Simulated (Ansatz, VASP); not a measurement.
**Br in VASP and in Ansatz**

```
Br
1.0
     3.49771   -1.94889    0.00000
     3.49771    1.94889    0.00000
     0.00000    0.00000    8.33834
Br
4
Cartesian
  3.4977 -1.3546 1.0010
  3.4977 -0.5943 5.1702
  3.4977 1.3546 7.3373
  3.4977 0.5943 3.1682
```

Alike in both runs: task single point; functional PBEsol; k mesh 8 × 8 × 4; occupations fermi-dirac, width 0.05 eV; no spin polarisation.

|  | VASP | Ansatz |
| --- | --- | --- |
| version | VASP 6.6.1 | Ansatz 0.2.0 |
| potentials or method | VASP PAW PBE potentials, release 64 (Br), cutoff 520 eV | plane waves (420 eV) with PAW, scalar-relativistic |
| valence electrons in the cell | 28 | 28 |

```csv
,VASP,Ansatz,Ansatz less VASP
pressure (GPa),3.5,3.5,-0.06
"traceless stress, the component that is largest in VASP (GPa)",-3.22,-3.16,+0.067
```

VASP's potentials were made for PBE, not for PBEsol, and Ansatz warns of the same on its side.
